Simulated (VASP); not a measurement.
# Cu in VASP: further runs, part 2 of 2

VASP 6.6.1. The steps go on from the part before.

**3. Electric field gradients, PBE (xy shear strain of -2 %)**

Input file INCAR:

```
ALGO = Normal ; EDIFF = 1E-8
ENCUT = 520 ; GGA = PE
ISIF = 2 ; ISMEAR = -1
LASPH = T ; LCHARG = F
LEFG = T ; LREAL = F
LWAVE = F ; NBANDS = 12
NELM = 60 ; PREC = Accurate
SIGMA = 0.08
```

Input file KPOINTS:

```
k-points
0
Gamma
  19 19 19
```

Input file POSCAR:

```
Cu
1.0
   -0.0180750000      1.8075000000      1.8075000000
    1.8075000000     -0.0180750000      1.8075000000
    1.7894250000      1.7894250000      0.0000000000
Cu
1
Direct
    0.0000000000      0.0000000000      0.0000000000
```

Potentials or basis: VASP PAW PBE potentials, release 64 (Cu).

Launch:

```sh
> cat potpaw_PBE.64/Cu/POTCAR > POTCAR
> mpirun -np 1 vasp_std > vasp.out
```

OUTCAR:

```text
EDIFF = 1E-8
   ENCUT = 520
   GGA = PE
   ISIF = 2
   ISMEAR = -1
   LASPH = T
   LREAL = F
   NELM = 60
   PREC = Accurate

 ion  position               nearest neighbor table
   1  0.000  0.000  0.000-

  LATTYP: Found a body centered orthorhombic cell.
 ALAT       =     2.5306291038
 B/A-ratio  =     1.0202020202
 C/A-ratio  =     1.4284985479

  Lattice vectors:

 A1 = (   0.0180750000,  -1.8075000000,  -1.8075000000)
 A2 = (  -0.0180750000,   1.8075000000,  -1.8075000000)
 A3 = (   1.8075000000,  -0.0180750000,   1.8075000000)

Analysis of symmetry for initial positions (statically):
=====================================================================
 Subroutine PRICEL returns:
 Original cell was already a primitive cell.

 Routine SETGRP: Setting up the symmetry group for a
 body centered orthorhombic supercell.

 Subroutine GETGRP returns: Found  8 space group operations
 (whereof  8 operations were pure point group operations)
 out of a pool of  8 trial point group operations.

The static configuration has the point symmetry D_2h.

Analysis of symmetry for dynamics (positions and initial velocities):
=====================================================================
 Subroutine PRICEL returns:
 Original cell was already a primitive cell.

 Routine SETGRP: Setting up the symmetry group for a
 body centered orthorhombic supercell.

 Subroutine GETGRP returns: Found  8 space group operations
 (whereof  8 operations were pure point group operations)
 out of a pool of  8 trial point group operations.

The dynamic configuration has the point symmetry D_2h.
[... 161 lines left out ...]
      9      32.8868      0.00000
     10      33.3237      0.00000
     11      34.9100      0.00000
     12      35.2891      0.00000
[... 331 lines left out ...]
 k-point    24 :      -0.2632    0.0526    0.0000
  band No.  band energies     occupation
      1       0.8646      2.00000
      2       4.2694      2.00000
      3       4.6238      2.00000
      4       4.7595      2.00000
      5       5.4552      2.00000
      6       5.6742      2.00000
      7      18.4236      0.00000
      8      27.2685      0.00000
      9      31.0487      0.00000
     10      32.2651      0.00000
     11      34.3288      0.00000
     12      35.6505      0.00000

 [... further k-points ...]

------------------------ aborting loop because EDIFF is reached ----------------------------------------

  FORCE on cell =-STRESS in cart. coord.  units (eV):
  Direction    XX          YY          ZZ          XY          YZ          ZX
  --------------------------------------------------------------------------------------
  -------------------------------------------------------------------------------------
  Total        0.1750729      0.1750729      0.1615228      0.1110341      0.0000000      0.0000000
  in kB       23.7524230     23.7524230     21.9140644     15.0641733      0.0000000      0.0000000
  external PRESSURE =      23.1396368 kB  Pullay stress =       0.0000000 kB

 VOLUME and BASIS-vectors are now :
 -----------------------------------------------------------------------------
  energy-cutoff  :      520.00
  volume of cell :       11.81
      direct lattice vectors                 reciprocal lattice vectors
    -0.018075000  1.807500000  1.807500000    -0.273886310  0.273886310  0.276625173
     1.807500000 -0.018075000  1.807500000     0.273886310 -0.273886310  0.276625173
     1.789425000  1.789425000  0.000000000     0.279419367  0.279419367 -0.276625173

 POSITION                                       TOTAL-FORCE (eV/Angst)
 -----------------------------------------------------------------------------------
      0.00000      0.00000      0.00000        -0.000000      0.000000     -0.000000
 -----------------------------------------------------------------------------------
    total drift:                               -0.000000     -0.000000     -0.000000

  FREE ENERGIE OF THE ION-ELECTRON SYSTEM (eV)
  ---------------------------------------------------
  free  energy   TOTEN  =        -3.7272563022 eV

  energy  without entropy=       -3.7200402649  energy(sigma->0) =       -3.72364828

 Electric field gradients (V/A^2)
---------------------------------------------------------------------
 ion       V_xx      V_yy      V_zz      V_xy      V_xz      V_yz
---------------------------------------------------------------------
   1      -0.097    -0.097     0.195    -0.594     0.002     0.002
---------------------------------------------------------------------

 Electric field gradients after diagonalization (V/A^2)
 (convention: |V_zz| > |V_xx| > |V_yy|)
----------------------------------------------------------------------
 ion       V_xx      V_yy      V_zz     asymmetry (V_yy - V_xx)/ V_zz
----------------------------------------------------------------------
   1       0.497     0.195    -0.692       0.436
----------------------------------------------------------------------

           NMR quadrupolar parameters

 Cq : quadrupolar parameter    Cq=e*Q*V_zz/h
 eta: asymmetry parameters     (V_yy - V_xx)/ V_zz
 Q  : nuclear electric quadrupole moment in mb (millibarn)
----------------------------------------------------------------------
 ion       Cq(MHz)       eta       Q (mb)
----------------------------------------------------------------------
   1      -0.002       0.436       1.000
----------------------------------------------------------------------
```

stdout:

```text
POSCAR found type information on POSCAR Cu
 POSCAR found :  1 types and       1 ions
 scaLAPACK will be used
 LDA part: xc-table for (Slater+PW92), standard interpolation
 POSCAR, INCAR and KPOINTS ok, starting setup
 FFT: planning ... GRIDC
 FFT: planning ... GRID_SOFT
 FFT: planning ... GRID
 WAVECAR not read
 entering main loop
ion   1
```

Wall time 1.9 min (1 thread of AMD EPYC 7R13 (Zen 3), shared host); peak memory 0.2 GiB.

Results:

```
Free energy                             : -3.7273 eV
Pressure                                : 2.3 GPa
Band gap on the k mesh                  : zero (an odd number of electrons rules out a gap without spin polarisation)
Largest electric field gradient by atom : Cu -0.7 V/Å²
```

Levels at points of the mesh, in eV from the Fermi level:
```csv
k point,band 4,band 5,band 6,band 7,band 8,band 9
"(0.00, 0.00, 0.00)",-3.02,-2.25,-2.25,22.50,24.71,25.26
```

Electric field gradients, principal values (V/Å²):
```csv
atom,least,middle,greatest (by size)
1 Cu,0.195,0.497,-0.692
```

Caveat: the cell differs from its parent crystal (xy shear strain of -2 %); without QUAD_EFG the Cq values of the log hold for a quadrupole moment of 1 mb, not for the nuclei.
